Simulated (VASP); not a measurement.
Wanted: the native input for a VASP 6.6.1 run.

```
Task                   : single point
Functional             : LDA
Potentials or basis    : VASP PAW LDA potentials, release 64 (Cs_sv, Ca_sv, Br)
Cutoff                 : 520 eV
k mesh                 : 4 × 4 × 4
Occupations            : gaussian, width 0.05 eV
Spin                   : no spin polarisation
Dipole correction      : no
Further INCAR settings : ALGO = Normal; EDIFF = 1e-06; NBANDS = 28
```

The structure of CsCaBr3 lies in POSCAR:

```
CsCaBr3
1.0
    5.7086657300      0.0000000000      0.0000000000
    0.0000000000      5.4517757721      0.0000000000
    0.0000000000      0.0000000000      5.7086657300
Cs Ca Br
1 1 3
Direct
    0.0000000000      0.0000000000      0.0000000000
    0.5000000000      0.5000000000      0.5000000000
    0.5000000000      0.0000000000      0.5000000000
    0.0000000000      0.5000000000      0.5000000000
    0.5000000000      0.5000000000      0.0000000000
```

This cell differs from its parent crystal: strain -0.0450 x Voigt [0, 1, 0, 0, 0, 0].

The input as run:

INCAR

```
PREC = Accurate
ENCUT = 520
EDIFF = 1E-6
ISMEAR = 0
SIGMA = 0.05
LREAL = False
LASPH = True
NELM = 100
ALGO = Normal
ISIF = 2
LWAVE = False
LCHARG = False
NBANDS = 28
```

KPOINTS

```
regular mesh
0
Gamma
  4 4 4
```

Potentials or basis: VASP PAW LDA potentials, release 64 (Cs_sv, Ca_sv, Br).

Run with:

```console
$ cat potpaw_LDA.64/Cs_sv/POTCAR potpaw_LDA.64/Ca_sv/POTCAR potpaw_LDA.64/Br/POTCAR > POTCAR
$ mpirun -np 1 vasp_std > vasp.out
```

It gave:

- Pressure: -1.0 GPa
- Band gap on the k mesh: 4.19 eV, indirect (least direct gap 4.44 eV)

Caveat: the cell differs from its parent crystal (strain -0.0450 x Voigt [0, 1, 0, 0, 0, 0]); spin-orbit coupling is left out, which moves the levels of the heavy elements.

Wall time 100 s on 1 thread of Intel Xeon 6975P-C, on a shared host, peak memory 0.27 GiB.
